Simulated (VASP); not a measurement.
A run of VASP 6.6.1 is set up as follows.

POSCAR

```
MgO
1.0
    3.3868637712      0.0000000000      0.0000000000
   -1.6934318856      2.9331100650      0.0000000000
    0.0000000000      0.0000000000      5.1853971216
Mg O
2 2
Direct
    0.3333333333      0.6666666667     -0.0086890280
    0.6666666667      0.3333333333      0.4913109720
    0.3333333333      0.6666666667      0.3836890280
    0.6666666667      0.3333333333      0.8836890280
```

INCAR.step1

```
PREC = Accurate ; ENCUT = 520
ISMEAR = 0 ; SIGMA = 0.01
LREAL = False ; LASPH = True
NELM = 60 ; NBANDS = 16
GGA = PE ; ALGO = Normal
EDIFF = 1E-4 ; LWAVE = True
LCHARG = False
```

Contents of INCAR.step2:

```
PREC = Accurate ; ENCUT = 520
EDIFF = 1E-6 ; ISMEAR = 0
SIGMA = 0.01 ; LREAL = False
LASPH = True ; NELM = 60
ALGO = Normal ; ISIF = 2
LWAVE = False ; LCHARG = False
METAGGA = R2SCAN ; LMIXTAU = True
NBANDS = 16 ; ISTART = 1
```

The input KPOINTS:

```
regular mesh
0
Gamma
  12 12 6
```

Potentials or basis: VASP PAW PBE potentials, release 64 (Mg, O).

The run is started by

```sh
$ cat potpaw_PBE.64/Mg/POTCAR potpaw_PBE.64/O/POTCAR > POTCAR
$ cp INCAR.step1 INCAR
$ mpirun -np 1 vasp_std > vasp.out
$ cp INCAR.step2 INCAR
$ mpirun -np 1 vasp_std > vasp.out
```

**Question.** Estimate the pressure.

**Answer.** -10.0 GPa.

**Question.** Predict the band gap on the k mesh.

**Answer.** 3.73 eV, direct.

Stress tensor (GPa, compression positive):
```
-10.65   0.00   0.00
  0.00 -10.65   0.00
  0.00   0.00  -8.59
```

Caveat: the cell differs from its parent crystal (strain +3.0%); the PAW data sets were made with another functional, which shifts forces and pressure a little. A k mesh can miss the band edges.
